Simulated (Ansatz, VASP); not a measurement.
# Na: VASP beside Ansatz

```
Na
1.0
     3.70038    0.00000    0.00000
    -1.85019    3.20463    0.00000
     0.00000    0.00000   12.53732
Na
4
Direct
  0.00000 0.00000 0.00000
  0.33333 0.66667 0.25359
  0.00000 0.00000 0.50000
  0.66667 0.33333 0.75000
```

Change from the starting cell: one atom moved.

Alike in both runs: task single point; functional PBEsol; k mesh 12 × 12 × 4; occupations gaussian, width 0.1 eV; no spin polarisation.

```csv
,VASP,Ansatz
version,VASP 6.6.1,Ansatz 0.2.0
potentials or method,"VASP PAW PBE potentials, release 64 (Na_pv), cutoff 520 eV","scalar-relativistic, plane waves, PAW"
valence electrons in the cell,28,36
```

VASP gave:

```
gap on the k mesh at the Fermi level (eV)                     : none
pressure (GPa)                                                : -0.1
traceless stress, the component that is largest in VASP (GPa) : -0.40
rms of the force components (eV/Å)                            : 0.010
```

Question: Estimate Ansatz's values.

Answer: gap on the k mesh at the Fermi level (eV): none; pressure (GPa): -0.2; traceless stress, the component that is largest in VASP (GPa): -0.40; rms of the force components (eV/Å): 0.010.

VASP's potentials were made for PBE, not for PBEsol. Atom by atom the forces differ by 0.000 eV/Å (rms over components). A gap of «none» marks a metal or a gap that the smearing closes. The functional is the same, so the differences come from potentials, cutoffs and numerics. VASP's potentials hold 28 valence electrons a cell and Ansatz's 36, so a difference there can come from the potentials and not from the codes.
